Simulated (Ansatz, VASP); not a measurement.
**WF3 in VASP and in Ansatz**

```
CELL_PARAMETERS angstrom
3.79229 0.00000 0.00000
0.00000 3.79229 0.00000
0.00000 0.00000 4.26501
ATOMIC_POSITIONS crystal
W 0.50000 0.50000 0.94826
F 0.50000 0.50000 0.53850
F 0.50000 0.00000 0.00703
F 0.00000 0.50000 0.00703
```

Alike in both runs: task single point; functional PBE; k mesh 4 × 4 × 4; occupations gaussian, width 0.1 eV; collinear spin.

|  | VASP | Ansatz |
| --- | --- | --- |
| version | VASP 6.6.1 | Ansatz 0.2.0 |
| potentials or method | VASP PAW PBE potentials, release 64 (W_sv, F), cutoff 520 eV | scalar-relativistic, plane waves, PAW |
| valence electrons in the cell | 35 | 35 |

```tsv
	VASP	Ansatz	Ansatz less VASP
gap on the k mesh at the Fermi level (eV)	none	none	-
rms of the force components (eV/Å)	3.705	3.400	-0.3056
net moment per atom (μB)	0.70	0.70	+0.001
size of the moment on the site where the two differ most (μB)	2.17	0.91	-1.267
```

Site moments also hang on the region over which each program counts them. Atom by atom the forces differ by 0.306 eV/Å (rms over components). A gap of «none» marks a metal or a gap that the smearing closes. Ansatz's warnings: no starting moments.

The k mesh is coarse, so the values compare programs but aren't converged. Neither program's run includes spin-orbit coupling.
